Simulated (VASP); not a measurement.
# Ti (Im-3m) in VASP: notebook

Ti is run at these levels: LDA; tasks: single point.

All numbers are computed with VASP 6.6.1; they aren't measurements. Logs are shortened: lines on timing, memory, paths and dates and some standing lists are left out, and cuts for length are marked.

### 1 The cell of the first run

It takes space group Im-3m (No. 229, cubic). The conventional cell has a = 3.282 Å, b = 3.282 Å, c = 3.282 Å, α = 90.00°, β = 90.00°, γ = 90.00°. Within 3.7 Å of Ti (site symmetry m-3m) lie 14 Ti at 2.84 to 3.28 Å.

### 2 Single point, LDA

Contents of INCAR:

```
PREC = Accurate ; ENCUT = 520
EDIFF = 1E-6 ; ISMEAR = -1
SIGMA = 0.1 ; LREAL = False
LASPH = True ; NELM = 100
ALGO = Normal ; ISIF = 2
LWAVE = False ; LCHARG = False
NBANDS = 12
```

Contents of KPOINTS:

```
Automatic mesh
0
Gamma
  12 12 12
```

Contents of POSCAR:

```
Ti
1.0
   -1.6410000000      1.6410000000      1.6410000000
    1.6410000000     -1.6410000000      1.6410000000
    1.6410000000      1.6410000000     -1.6410000000
Ti
1
Direct
    0.0000000000      0.0000000000      0.0000000000
```

Potentials or basis: VASP PAW LDA potentials, release 64 (Ti_sv).

Run with:

```sh
$ cat potpaw_LDA.64/Ti_sv/POTCAR > POTCAR
$ mpirun -np 1 vasp_std > vasp.out
```

OUTCAR:

```text
PREC = Accurate
   ENCUT = 520
   EDIFF = 1E-6
   ISMEAR = -1
   LREAL = False
   LASPH = True
   NELM = 100
   ISIF = 2

 ion  position               nearest neighbor table
   1  0.000  0.000  0.000-

  LATTYP: Found a body centered cubic cell.
 ALAT       =     3.2820000000

  Lattice vectors:

 A1 = (  -1.6410000000,   1.6410000000,   1.6410000000)
 A2 = (   1.6410000000,  -1.6410000000,   1.6410000000)
 A3 = (   1.6410000000,   1.6410000000,  -1.6410000000)

Analysis of symmetry for initial positions (statically):
=====================================================================
 Subroutine PRICEL returns:
 Original cell was already a primitive cell.

 Routine SETGRP: Setting up the symmetry group for a
 body centered cubic supercell.

 Subroutine GETGRP returns: Found 48 space group operations
 (whereof 48 operations were pure point group operations)
 out of a pool of 48 trial point group operations.

The static configuration has the point symmetry O_h .

Analysis of symmetry for dynamics (positions and initial velocities):
=====================================================================
 Subroutine PRICEL returns:
 Original cell was already a primitive cell.

 Routine SETGRP: Setting up the symmetry group for a
 body centered cubic supercell.

 Subroutine GETGRP returns: Found 48 space group operations
 (whereof 48 operations were pure point group operations)
 out of a pool of 48 trial point group operations.

The dynamic configuration has the point symmetry O_h .

 Subroutine INISYM returns: Found 48 space group operations
 (whereof 48 operations are pure point group operations),
 and found     1 'primitive' translations

----------------------------------------------------------------------------------------

                                     Primitive cell

  volume of cell :      17.6761

  direct lattice vectors                    reciprocal lattice vectors
    -1.641000000  1.641000000  1.641000000     0.000000000  0.304692261  0.304692261
     1.641000000 -1.641000000  1.641000000     0.304692261  0.000000000  0.304692261
     1.641000000  1.641000000 -1.641000000     0.304692261  0.304692261  0.000000000

  length of vectors
     2.842295375  2.842295375  2.842295375     0.430899928  0.430899928  0.430899928

  position of ions in fractional coordinates (direct lattice)
     0.000000000  0.000000000  0.000000000

  ion indices of the primitive-cell ions
   primitive index   ion index
                 1           1

----------------------------------------------------------------------------------------

 KPOINTS: Automatic mesh

Automatic generation of k-mesh.
 Grid dimensions read from file:
 generate k-points for:   12   12   12

 Generating k-lattice:

  Cartesian coordinates                     Fractional coordinates (reciprocal lattice)
     0.000000000  0.025391022  0.025391022     0.083333333  0.000000000  0.000000000
     0.025391022  0.000000000  0.025391022     0.000000000  0.083333333  0.000000000
     0.025391022  0.025391022  0.000000000     0.000000000  0.000000000  0.083333333

  Length of vectors
     0.035908327  0.035908327  0.035908327

  Shift w.r.t. Gamma in fractional coordinates (k-lattice)
     0.000000000  0.000000000  0.000000000

 Subroutine IBZKPT returns following result:
 ===========================================

 Found     72 irreducible k-points:

 Following reciprocal coordinates:
            Coordinates               Weight
  0.000000  0.000000  0.000000      1.000000
  0.083333  0.000000  0.000000     12.000000
  0.166667  0.000000  0.000000     12.000000
  0.250000  0.000000  0.000000     12.000000
  0.333333  0.000000  0.000000     12.000000
  0.416667  0.000000  0.000000     12.000000
[... 16 lines left out ...]
  0.333333  0.083333  0.083333     24.000000
  0.416667  0.083333  0.083333     12.000000
 [... further k-points ...]
   k-points           NKPTS =     72   k-points in BZ     NKDIM =     72   number of bands    NBANDS=     12
   number of dos      NEDOS =    301   number of ions     NIONS =      1
   total plane-waves  NPLWV =  13824
   dimension x,y,z NGX =    24 NGY =   24 NGZ =   24
   dimension x,y,z NGXF=    48 NGYF=   48 NGZF=   48
   ions per type =               1
   NGX,Y,Z   is equivalent  to a cutoff of  14.04, 14.04, 14.04 a.u.
   NGXF,Y,Z  is equivalent  to a cutoff of  28.08, 28.08, 28.08 a.u.
 SYSTEM =  unknown system
   PREC   = accura    normal or accurate (medium, high low for compatibility)
   ISTART =      0    job   : 0-new  1-cont  2-samecut
   ICHARG =      2    charge: 1-file 2-atom 10-const
   ISPIN  =      1    spin polarized calculation?
   LNONCOLLINEAR =      F non collinear calculations
   LSORBIT =      F    spin-orbit coupling
   LASPH  =      T    aspherical Exc in radial PAW
   ENCUT  =  520.0 eV  38.22 Ry    6.18 a.u.   5.28  5.28  5.28*2*pi/ulx,y,z
   NELM   =    100;   NELMIN=  2; NELMDL= -5     # of ELM steps
   EDIFF  = 0.1E-05   stopping-criterion for ELM
   LREAL  =      F    real-space projection
   EDIFFG = 0.1E-04   stopping-criterion for IOM
   NSW    =      0    number of steps for IOM
   IBRION =     -1    ionic relax: 0-MD 1-quasi-New 2-CG
   NFREE  =      0    steps in history (QN), initial steepest desc. (CG)
   ISIF   =      2    stress and relaxation
   ISYM   =      2    0-nonsym 1-usesym 2-fastsym
   POTIM  = 0.5000    time-step for ionic-motion
   TEBEG  =    0.0;   TEEND  =   0.0 temperature during run
   PSTRESS=    0.0 pullay stress
   NELECT =      12.0000    total number of electrons
   NUPDOWN=      -1.0000    fix difference up-down
   EMIN   =  10.00;   EMAX   =-10.00  energy-range for DOS
   EFERMI =   0.00;   METHOD = LEGACY
   ISMEAR =    -1;   SIGMA  =   0.10  broadening in eV -4-tet -1-fermi 0-gaus
   EFERMI_NEDOS =   21; number of points for ismear=-14 and -15
   IALGO  =     38    algorithm
   IMIX   =      4    mixing-type and parameters
     AMIX     =   0.40;   BMIX     =  1.00
     AMIX_MAG =   1.60;   BMIX_MAG =  1.00
  volume/ion in A,a.u.               =      17.68       119.28
  Fermi-wavevector in a.u.,A,eV,Ry     =   1.438821  2.718977 28.166848  2.070205
  Thomas-Fermi vector in A             =   2.557745
   LORBIT       =      0    0 simple, 1 ext, 2 COOP (PROOUT), +10 PAW based schemes
   GGA     = CA    functional components
   LHFCALC =     F    Hartree Fock is set to
   AEXX    =    0.0000 exact exchange contribution
   IVDW    =     0    specifies the selected vdW correction
   LEPSILON=     F    determine dielectric tensor
   LRPA    =     F    only Hartree local field effects (RPA)
 non-spin polarized calculation
  energy-cutoff  :      520.00
  volume of cell :       17.68
 maximum number of plane-waves:       490
 NGX is ok and might be reduce to    24
   NGX = 11   NGY = 11   NGZ = 11

 number of electron      12.0000001 magnetization

 Free energy of the ion-electron system (eV)
  ---------------------------------------------------
  ext. energy  EPLUGINS =         0.00000000
  ---------------------------------------------------
  free energy    TOTEN  =        -8.43227830 eV

  energy without entropy =       -8.35415181  energy(sigma->0) =       -8.39321506

 E-fermi :   7.6653     XC(G=0): -11.6960

 val. band max:        7.6277725247   @ k =   0.2500   0.2500   0.0000
 cond. band min:       7.6947732750   @ k =   0.2500   0.0833   0.0000
 fundamental gap:      0.0670007502
 Fermi energy:         7.6652684572

 k-point     1 :       0.0000    0.0000    0.0000
  band No.  band energies     occupation
      1     -48.1958      2.00000
      2     -24.4424      2.00000
      3     -24.4424      2.00000
      4     -24.4424      2.00000
      5       1.8279      2.00000
      6       8.5993      0.00018
      7       8.5993      0.00018
      8       8.5993      0.00018
      9      10.3366      0.00000
     10      10.3366      0.00000
     11      25.0356      0.00000
     12      25.0356      0.00000

 k-point     2 :       0.0833    0.0000    0.0000
  band No.  band energies     occupation
      1     -48.1872      2.00000
      2     -24.4883      2.00000
      3     -24.4566      2.00000
      4     -24.4427      2.00000
      5       2.0612      2.00000
      6       8.4954      0.00050
      7       8.5685      0.00024
      8       8.7688      0.00003
      9      10.2208      0.00000
     10      10.3433      0.00000
     11      24.6509      0.00000
     12      24.9920      0.00000

 k-point     3 :       0.1667    0.0000    0.0000
  band No.  band energies     occupation
      1     -48.1637      2.00000
      2     -24.6120      2.00000
      3     -24.4952      2.00000
      4     -24.4435      2.00000
      5       2.7232      2.00000
      6       8.2235      0.00750
      7       8.4063      0.00121
      8       9.2551      0.00000
      9      10.0446      0.00000
     10      10.3715      0.00000
     11      23.3783      0.00000
     12      24.4942      0.00000
[... 286 lines left out ...]
 k-point    23 :       0.3333    0.0833    0.0833
  band No.  band energies     occupation
      1     -48.0715      2.00000
      2     -25.0260      2.00000
      3     -24.6588      2.00000
      4     -24.4876      2.00000
      5       5.5572      2.00000
      6       7.2184      1.97734
      7       7.9661      0.09409
      8      10.3753      0.00000
      9      10.6380      0.00000
     10      12.3238      0.00000
     11      17.0733      0.00000
     12      20.6398      0.00000

 k-point    24 :       0.4167    0.0833    0.0833
  band No.  band energies     occupation
      1     -48.0637      2.00000
      2     -25.0547      2.00000
      3     -24.6799      2.00000
      4     -24.4888      2.00000
      5       5.6490      2.00000
      6       7.1519      1.98828
      7       8.3075      0.00324
      8      10.4089      0.00000
      9      10.6736      0.00000
     10      12.7305      0.00000
     11      16.1677      0.00000
     12      20.3948      0.00000

 [... further k-points ...]

------------------------ aborting loop because EDIFF is reached ----------------------------------------

  FORCE on cell =-STRESS in cart. coord.  units (eV):
  Direction    XX          YY          ZZ          XY          YZ          ZX
  --------------------------------------------------------------------------------------
  -------------------------------------------------------------------------------------
  Total       -1.1644457     -1.1644457     -1.1644457     -0.0000000     -0.0000000      0.0000000
  in kB     -105.5465571   -105.5465571   -105.5465571     -0.0000000     -0.0000000      0.0000000
  external PRESSURE =    -105.5465571 kB  Pullay stress =       0.0000000 kB

 VOLUME and BASIS-vectors are now :
 -----------------------------------------------------------------------------
  energy-cutoff  :      520.00
  volume of cell :       17.68
      direct lattice vectors                 reciprocal lattice vectors
    -1.641000000  1.641000000  1.641000000     0.000000000  0.304692261  0.304692261
     1.641000000 -1.641000000  1.641000000     0.304692261  0.000000000  0.304692261
     1.641000000  1.641000000 -1.641000000     0.304692261  0.304692261  0.000000000

 POSITION                                       TOTAL-FORCE (eV/Angst)
 -----------------------------------------------------------------------------------
      0.00000      0.00000      0.00000        -0.000000     -0.000000      0.000000
 -----------------------------------------------------------------------------------
    total drift:                                0.000000      0.000000      0.000000

  FREE ENERGIE OF THE ION-ELECTRON SYSTEM (eV)
  ---------------------------------------------------
  free  energy   TOTEN  =        -8.4322783018 eV

  energy  without entropy=       -8.3541518126  energy(sigma->0) =       -8.39321506
```

Wall time 16 s (1 thread of Intel Xeon 8259CL, shared host); peak memory 0.14 GiB.

What came out:

```
Free energy            : -8.4323 eV
Pressure               : -10.6 GPa
Band gap on the k mesh : zero (band 6 reaches 8.60 eV, above the bottom of band 7 at 7.07 eV)
```

### 3 Single point, LDA

This run uses another cell than the first one, of 18.21 Å³/atom, 1.030 times its volume.

Contents of INCAR:

```
ALGO = Normal
EDIFF = 1E-6
ENCUT = 520
ISIF = 2
ISMEAR = -1
LASPH = True
LCHARG = False
LREAL = False
LWAVE = False
NBANDS = 12
NELM = 80
PREC = Accurate
SIGMA = 0.1
```

Contents of KPOINTS:

```
k-points
0
Gamma
  12 12 12
```

Contents of POSCAR:

```
Ti
1.0
   -1.6572485815      1.6572485815      1.6572485815
    1.6572485815     -1.6572485815      1.6572485815
    1.6572485815      1.6572485815     -1.6572485815
Ti
1
Direct
    0.0000000000      0.0000000000      0.0000000000
```

Potentials or basis: VASP PAW LDA potentials, release 64 (Ti_sv).

Run with:

```sh
$ cat potpaw_LDA.64/Ti_sv/POTCAR > POTCAR
$ mpirun -np 1 vasp_std > vasp.out
```

Wall time 23 s (1 thread of Intel Xeon 8259CL, shared host); peak memory 0.13 GiB.

It converged, with:

```
Free energy            : -8.3937 eV
Pressure               : -12.8 GPa
Band gap on the k mesh : zero (band 6 reaches 8.27 eV, above the bottom of band 7 at 6.79 eV)
```

Levels at points of the mesh, in eV from the Fermi level:
```csv
k point,band 2,band 3,band 4,band 5,band 6,band 7,band 8,band 9,band 10,band 11
"(0.00, 0.00, 0.00)",-32.20,-32.20,-32.20,-5.77,0.91,0.91,0.91,2.58,2.58,17.16
"(0.50, 0.00, 0.00)",-32.79,-32.39,-32.20,-2.34,-0.39,1.11,2.55,2.89,4.01,8.27
"(0.50, 0.50, 0.50)",-32.61,-32.61,-32.61,-1.95,-1.95,3.68,3.68,3.68,8.02,8.02
```

### 4 Single point, LDA

This run uses another cell than the first one, of 18.74 Å³/atom, 1.060 times its volume.

Contents of INCAR:

```
PREC = Accurate
ENCUT = 520
EDIFF = 1E-6
ISMEAR = -1
SIGMA = 0.1
LREAL = False
LASPH = True
NELM = 100
ALGO = Normal
ISIF = 2
LWAVE = False
LCHARG = False
NBANDS = 12
```

Contents of KPOINTS:

```
regular mesh
0
Gamma
  12 12 12
```

Contents of POSCAR:

```
Ti
1.0
   -1.6731846416      1.6731846416      1.6731846416
    1.6731846416     -1.6731846416      1.6731846416
    1.6731846416      1.6731846416     -1.6731846416
Ti
1
Direct
    0.0000000000      0.0000000000      0.0000000000
```

Run with:

```sh
$ cat potpaw_LDA.64/Ti_sv/POTCAR > POTCAR
$ mpirun -np 1 vasp_std > vasp.out
```

Wall time 21 s (1 thread of Intel Xeon 8259CL, shared host); peak memory 0.14 GiB.

Results (log left out):

```yaml
Free_energy: -8.3482 eV
Pressure: -14.7 GPa
Band_gap_on_the_k_mesh: zero (band 6 reaches 7.96 eV, above the bottom of band 7 at 6.51 eV)
```

Levels at points of the mesh, in eV from the Fermi level:
```csv
k point,band 2,band 3,band 4,band 5,band 6,band 7,band 8,band 9,band 10,band 11
"(0.00, 0.00, 0.00)",-32.28,-32.28,-32.28,-5.71,0.88,0.88,0.88,2.49,2.49,16.96
"(0.50, 0.00, 0.00)",-32.83,-32.46,-32.29,-2.27,-0.36,1.03,2.46,2.78,3.86,7.98
"(0.50, 0.50, 0.50)",-32.66,-32.66,-32.66,-1.87,-1.87,3.55,3.55,3.55,7.80,7.80
```

### 5 Overview

| cell | gap on the mesh (eV) | pressure (GPa) |
| --- | --- | --- |
| a = 2.842 Å, angles 109.5°, 1 atom | none | -10.6 |
| a = 2.870 Å, angles 109.5°, 1 atom | none | -12.8 |
| a = 2.898 Å, angles 109.5°, 1 atom | none | -14.7 |

Alike in all rows: task single point; level LDA; potentials or basis VASP PAW LDA potentials, release 64 (Ti_sv); no spin polarisation; k mesh 12 × 12 × 12; cutoff (eV) 520; smearing fermi-dirac 0.1 eV.

Total energies depend on the potentials used, so only differences within one code and one set of settings carry meaning.
